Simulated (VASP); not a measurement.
# Si2W (I4/mmm) in VASP: a series of runs

The runs below take Si2W through single point, with PBE.

Everything below comes from runs of VASP 6.6.1. Logs are shortened: lines on timing, memory, paths and dates and some standing lists are left out, and cuts for length are marked.

### Step 1. The cell of the first run

Symmetry: I4/mmm, No. 139, tetragonal system. Conventional cell: a = 3.186 Å, b = 3.186 Å, c = 7.761 Å, α = 90.00°, β = 90.00°, γ = 90.00°. Within 3.4 Å of Si (site symmetry 4mm) lie 9 Si at 2.57 to 3.19 Å and 5 W at 2.59 to 2.60 Å. Within 3.4 Å of W (site symmetry 4/mmm) lie 10 Si at 2.59 to 2.60 Å and 4 W at 3.19 Å.

### Step 2. Single point, PBE (volume 13.127 Å^3 an atom, c/a of the conventional cell 2.4362)

Input file INCAR:

```
ALGO = Normal
EDIFF = 1E-7
ENCUT = 520
GGA = PE
ISIF = 2
ISMEAR = 0
LASPH = T
LCHARG = T
LELF = T
LREAL = F
LVHAR = T
LWAVE = F
NBANDS = 18
NELM = 60
PREC = Accurate
SIGMA = 0.15
```

Input file KPOINTS:

```
k-points
0
Gamma
  18 18 18
```

Input file POSCAR:

```
Si2W
1.0
   -1.5928348698      1.5928348698      3.8804781245
    1.5928348698     -1.5928348698      3.8804781245
    1.5928348698      1.5928348698     -3.8804781245
Si W
2 1
Direct
    0.3345726944      0.3345726944      0.0000000000
    0.6654273056      0.6654273056      0.0000000000
    0.0000000000      0.0000000000      0.0000000000
```

Potentials or basis: VASP PAW PBE potentials, release 64 (Si, W_sv).

Run with:

```sh
$ cat potpaw_PBE.64/Si/POTCAR potpaw_PBE.64/W_sv/POTCAR > POTCAR
$ mpirun -np 1 vasp_std > vasp.out
```

OUTCAR:

```text
EDIFF = 1E-7
   ENCUT = 520
   GGA = PE
   ISIF = 2
   ISMEAR = 0
   LASPH = T
   LREAL = F
   NELM = 60
   PREC = Accurate

 ion  position               nearest neighbor table
   1  0.335  0.335  0.000-   2 2.57   3 2.59   3 2.59   3 2.59   3 2.59   3 2.60   2 2.61   2 2.61
                             2 2.61   2 2.61
   2  0.665  0.665  0.000-   1 2.57   3 2.59   3 2.59   3 2.59   3 2.59   3 2.60   1 2.61   1 2.61
                             1 2.61   1 2.61
   3  0.000  0.000  0.000-   2 2.59   2 2.59   2 2.59   1 2.59   1 2.59   1 2.59   2 2.59   1 2.59
                             1 2.60   2 2.60

  LATTYP: Found a body centered tetragonal cell.
 ALAT       =     3.1856697396
 C/A-ratio  =     2.4362086730

  Lattice vectors:

 A1 = (  -1.5928348698,   1.5928348698,   3.8804781245)
 A2 = (   1.5928348698,  -1.5928348698,   3.8804781245)
 A3 = (   1.5928348698,   1.5928348698,  -3.8804781245)

Analysis of symmetry for initial positions (statically):
=====================================================================
 Subroutine PRICEL returns:
 Original cell was already a primitive cell.

 Routine SETGRP: Setting up the symmetry group for a
 body centered tetragonal supercell.

 Subroutine GETGRP returns: Found 16 space group operations
 (whereof 16 operations were pure point group operations)
 out of a pool of 16 trial point group operations.

The static configuration has the point symmetry D_4h.

Analysis of symmetry for dynamics (positions and initial velocities):
=====================================================================
 Subroutine PRICEL returns:
 Original cell was already a primitive cell.

 Routine SETGRP: Setting up the symmetry group for a
 body centered tetragonal supercell.

 Subroutine GETGRP returns: Found 16 space group operations
 (whereof 16 operations were pure point group operations)
 out of a pool of 16 trial point group operations.

The dynamic configuration has the point symmetry D_4h.

 Subroutine INISYM returns: Found 16 space group operations
 (whereof 16 operations are pure point group operations),
 and found     1 'primitive' translations

----------------------------------------------------------------------------------------

                                     Primitive cell

  volume of cell :      39.3810

  direct lattice vectors                    reciprocal lattice vectors
    -1.592834870  1.592834870  3.880478125     0.000000000  0.313905735  0.128850101
     1.592834870 -1.592834870  3.880478125     0.313905735  0.000000000  0.128850101
     1.592834870  1.592834870 -3.880478125     0.313905735  0.313905735  0.000000000

  length of vectors
     4.486909440  4.486909440  4.486909440     0.339321616  0.339321616  0.443929747

  position of ions in fractional coordinates (direct lattice)
     0.334572694  0.334572694  0.000000000
     0.665427306  0.665427306  0.000000000
     0.000000000  0.000000000  0.000000000

  ion indices of the primitive-cell ions
   primitive index   ion index
                 1           1
                 2           2
                 3           3

----------------------------------------------------------------------------------------

 KPOINTS: k-points

Automatic generation of k-mesh.
 Grid dimensions read from file:
 generate k-points for:   18   18   18

 Generating k-lattice:

  Cartesian coordinates                     Fractional coordinates (reciprocal lattice)
     0.000000000  0.017439207  0.007158339     0.055555556  0.000000000 -0.000000000
     0.017439207  0.000000000  0.007158339     0.000000000  0.055555556 -0.000000000
     0.017439207  0.017439207  0.000000000     0.000000000  0.000000000  0.055555556

  Length of vectors
     0.018851201  0.018851201  0.024662764

  Shift w.r.t. Gamma in fractional coordinates (k-lattice)
     0.000000000  0.000000000  0.000000000

 Subroutine IBZKPT returns following result:
 ===========================================

 Found    480 irreducible k-points:

 Following reciprocal coordinates:
            Coordinates               Weight
  0.000000  0.000000  0.000000      1.000000
  0.055556  0.000000  0.000000      8.000000
  0.111111  0.000000  0.000000      8.000000
  0.166667  0.000000 -0.000000      8.000000
  0.222222 -0.000000  0.000000      8.000000
  0.277778  0.000000 -0.000000      8.000000
[... 16 lines left out ...]
 -0.277778  0.055556  0.000000     16.000000
 -0.222222  0.055556 -0.000000     16.000000
 [... further k-points ...]
   k-points           NKPTS =    480   k-points in BZ     NKDIM =    480   number of bands    NBANDS=     18
   number of dos      NEDOS =    301   number of ions     NIONS =      3
   total plane-waves  NPLWV =  46656
   dimension x,y,z NGX =    36 NGY =   36 NGZ =   36
   dimension x,y,z NGXF=    72 NGYF=   72 NGZF=   72
   ions per type =               2   1
   NGX,Y,Z   is equivalent  to a cutoff of  13.34, 13.34, 13.34 a.u.
   NGXF,Y,Z  is equivalent  to a cutoff of  26.68, 26.68, 26.68 a.u.
 SYSTEM =  unknown system
   PREC   = accura    normal or accurate (medium, high low for compatibility)
   ISTART =      0    job   : 0-new  1-cont  2-samecut
   ICHARG =      2    charge: 1-file 2-atom 10-const
   ISPIN  =      1    spin polarized calculation?
   LNONCOLLINEAR =      F non collinear calculations
   LSORBIT =      F    spin-orbit coupling
   LASPH  =      T    aspherical Exc in radial PAW
   ENCUT  =  520.0 eV  38.22 Ry    6.18 a.u.   8.34  8.34  8.34*2*pi/ulx,y,z
   NELM   =     60;   NELMIN=  2; NELMDL= -5     # of ELM steps
   EDIFF  = 0.1E-06   stopping-criterion for ELM
   LREAL  =      F    real-space projection
   EDIFFG = 0.1E-05   stopping-criterion for IOM
   NSW    =      0    number of steps for IOM
   IBRION =     -1    ionic relax: 0-MD 1-quasi-New 2-CG
   NFREE  =      0    steps in history (QN), initial steepest desc. (CG)
   ISIF   =      2    stress and relaxation
   ISYM   =      2    0-nonsym 1-usesym 2-fastsym
   POTIM  = 0.5000    time-step for ionic-motion
   TEBEG  =    0.0;   TEEND  =   0.0 temperature during run
   PSTRESS=    0.0 pullay stress
   NELECT =      22.0000    total number of electrons
   NUPDOWN=      -1.0000    fix difference up-down
   EMIN   =  10.00;   EMAX   =-10.00  energy-range for DOS
   EFERMI =   0.00;   METHOD = LEGACY
   ISMEAR =     0;   SIGMA  =   0.15  broadening in eV -4-tet -1-fermi 0-gaus
   EFERMI_NEDOS =   21; number of points for ismear=-14 and -15
   IALGO  =     38    algorithm
   IMIX   =      4    mixing-type and parameters
     AMIX     =   0.40;   BMIX     =  1.00
     AMIX_MAG =   1.60;   BMIX_MAG =  1.00
  volume/ion in A,a.u.               =      13.13        88.59
  Fermi-wavevector in a.u.,A,eV,Ry     =   1.348301  2.547919 24.734238  1.817915
  Thomas-Fermi vector in A             =   2.475981
   LORBIT       =      0    0 simple, 1 ext, 2 COOP (PROOUT), +10 PAW based schemes
   GGA     = PE    functional components
   LHFCALC =     F    Hartree Fock is set to
   AEXX    =    0.0000 exact exchange contribution
   IVDW    =     0    specifies the selected vdW correction
   LEPSILON=     F    determine dielectric tensor
   LRPA    =     F    only Hartree local field effects (RPA)
 non-spin polarized calculation
 Gauss-broadening in eV      SIGMA  =   0.15
  energy-cutoff  :      520.00
  volume of cell :       39.38
 maximum number of plane-waves:      1079
 NGX is ok and might be reduce to    36
   NGX = 17   NGY = 17   NGZ = 17

 number of electron      21.9999999 magnetization

 Free energy of the ion-electron system (eV)
  ---------------------------------------------------
  ext. energy  EPLUGINS =         0.00000000
  ---------------------------------------------------
  free energy    TOTEN  =       -24.76637268 eV

  energy without entropy =      -24.76411704  energy(sigma->0) =      -24.76524486

 E-fermi :  12.3436     XC(G=0): -12.6551

 val. band max:       12.3265862709   @ k =  -0.3889   0.5000   0.3333
 cond. band min:      12.3997004467   @ k =  -0.3889  -0.4444   0.3889
 fundamental gap:      0.0731141758
 Fermi energy:        12.3435697222

 k-point     1 :       0.0000    0.0000    0.0000
  band No.  band energies     occupation
      1     -61.4469      2.00000
      2     -25.7342      2.00000
      3     -25.7021      2.00000
      4     -25.7021      2.00000
      5      -1.9583      2.00000
      6       5.3178      2.00000
[... 10 lines left out ...]
     17      18.2211      0.00000
     18      18.2211      0.00000

 k-point     2 :       0.0556    0.0000    0.0000
  band No.  band energies     occupation
      1     -61.4466      2.00000
      2     -25.7336      2.00000
      3     -25.7095      2.00000
      4     -25.7014      2.00000
      5      -1.8976      2.00000
      6       5.3263      2.00000
[... 10 lines left out ...]
     17      18.2230      0.00000
     18      18.4439      0.00000

 k-point     3 :       0.1111    0.0000    0.0000
  band No.  band energies     occupation
      1     -61.4459      2.00000
      2     -25.7323      2.00000
      3     -25.7306      2.00000
      4     -25.6995      2.00000
      5      -1.7171      2.00000
      6       5.3421      2.00000
[... 10 lines left out ...]
     17      18.2728      0.00000
     18      18.9849      0.00000

 k-point     4 :       0.1667    0.0000   -0.0000
  band No.  band energies     occupation
      1     -61.4447      2.00000
      2     -25.7634      2.00000
      3     -25.7296      2.00000
      4     -25.6965      2.00000
      5      -1.4210      2.00000
      6       5.3299      2.00000
[... 375 lines left out ...]
      4     -25.6924      2.00000
      5       0.0412      2.00000
      6       4.5228      2.00000
[... 10 lines left out ...]
     17      19.8417      0.00000
     18      20.7536      0.00000

 k-point    23 :      -0.2778    0.0556    0.0000
  band No.  band energies     occupation
      1     -61.4415      2.00000
      2     -25.8439      2.00000
      3     -25.7219      2.00000
      4     -25.6961      2.00000
      5      -0.5384      2.00000
      6       5.1117      2.00000
[... 10 lines left out ...]
     17      19.5599      0.00000
     18      20.5664      0.00000

 k-point    24 :      -0.2222    0.0556   -0.0000
  band No.  band energies     occupation
      1     -61.4430      2.00000
      2     -25.8021      2.00000
      3     -25.7251      2.00000
      4     -25.7000      2.00000
      5      -1.0275      2.00000
      6       5.4850      2.00000
[... 10 lines left out ...]
     17      18.8357      0.00000
     18      20.6739      0.00000

 [... further k-points ...]

------------------------ aborting loop because EDIFF is reached ----------------------------------------

  FORCE on cell =-STRESS in cart. coord.  units (eV):
  Direction    XX          YY          ZZ          XY          YZ          ZX
  --------------------------------------------------------------------------------------
  -------------------------------------------------------------------------------------
  Total        2.3451966      2.3451966      2.6637691      0.0000000      0.0000000     -0.0000000
  in kB       95.4120205     95.4120205    108.3728314      0.0000000      0.0000000     -0.0000000
  external PRESSURE =      99.7322908 kB  Pullay stress =       0.0000000 kB

 VOLUME and BASIS-vectors are now :
 -----------------------------------------------------------------------------
  energy-cutoff  :      520.00
  volume of cell :       39.38
      direct lattice vectors                 reciprocal lattice vectors
    -1.592834870  1.592834870  3.880478125     0.000000000  0.313905735  0.128850101
     1.592834870 -1.592834870  3.880478125     0.313905735  0.000000000  0.128850101
     1.592834870  1.592834870 -3.880478125     0.313905735  0.313905735  0.000000000

 POSITION                                       TOTAL-FORCE (eV/Angst)
 -----------------------------------------------------------------------------------
      0.00000      0.00000      2.59660        -0.000000     -0.000000     -0.117205
      0.00000      0.00000      5.16435         0.000000      0.000000      0.117205
      0.00000      0.00000      0.00000         0.000000      0.000000      0.000000
 -----------------------------------------------------------------------------------
    total drift:                               -0.000000      0.000000      0.000000

  FREE ENERGIE OF THE ION-ELECTRON SYSTEM (eV)
  ---------------------------------------------------
  free  energy   TOTEN  =       -24.7663726795 eV

  energy  without entropy=      -24.7641170425  energy(sigma->0) =      -24.76524486
```

Wall time 5.1 min (1 thread of AMD EPYC 9R45 (Zen 5), shared host); peak memory 0.42 GiB.

What came out:

```
Free energy            : -24.7664 eV
Pressure               : 10.0 GPa
Largest force          : 0.117 eV/Å
Band gap on the k mesh : zero (band 11 reaches 13.12 eV, above the bottom of band 12 at 11.80 eV)
```

Forces in eV/Å, atoms in the order of the input:
```
Si   0.000  0.000 -0.117
Si   0.000  0.000  0.117
W    0.000  0.000  0.000
```

Caveat: spin-orbit coupling is left out, which moves the levels of the heavy elements.

(Continued in part 2 of 3.)
